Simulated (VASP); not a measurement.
Write the native input for VASP 6.6.1 that does the following.

```
Task                   : single point
Functional             : revPBE
Dispersion             : D4
Potentials or basis    : VASP PAW PBE potentials, release 64 (Sb, Ga_d)
Cutoff                 : 520 eV
k mesh                 : 8 × 8 × 8
Occupations            : fermi-dirac, width 0.05 eV
Spin                   : no spin polarisation
Dipole correction      : no
Further INCAR settings : ALGO = Normal; EDIFF = 1e-06; NBANDS = 16
```

The structure of GaSb lies in POSCAR:

```
GaSb
1.0
    0.0000000000      3.0590000000      3.0590000000
    3.0590000000      0.0000000000      3.0590000000
    3.0590000000      3.0590000000      0.0000000000
Sb Ga
1 1
Direct
    0.7500000000      0.7500000000      0.7500000000
    0.0000000000      0.0000000000      0.0000000000
```

One way to write it, as run:

INCAR

```
SYSTEM = GaSb
PREC = Accurate
ENCUT = 520
EDIFF = 1E-6
ISMEAR = -1
SIGMA = 0.05
LREAL = .FALSE.
LASPH = .TRUE.
NELM = 60
ALGO = Normal
ISIF = 2
LWAVE = .FALSE.
LCHARG = .FALSE.
GGA = RE
IVDW = 13
NBANDS = 16
```

KPOINTS

```
regular mesh
0
G
  8 8 8
  0 0 0
```

Potentials or basis: VASP PAW PBE potentials, release 64 (Sb, Ga_d).

Launch:

```bash
$ cat potpaw_PBE.64/Sb/POTCAR potpaw_PBE.64/Ga_d/POTCAR > POTCAR
$ mpirun -np 1 vasp_std > vasp.out
```

It gave:

```json
{
  "Pressure": "-0.6 GPa",
  "Band gap on the k mesh": "0.11 eV, direct",
  "Dispersion energy per atom": "-0.661 eV"
}
```

Caveat: the PAW data sets were made with another functional, which shifts forces and pressure a little; spin-orbit coupling is left out, which moves the levels of the heavy elements.

Run time: 18 s on 1 thread of Intel(R) Xeon(R) Platinum 8259CL CPU @ 2.50GHz (Skylake/Cascade Lake), on a shared host, peak memory 0.18 GiB.
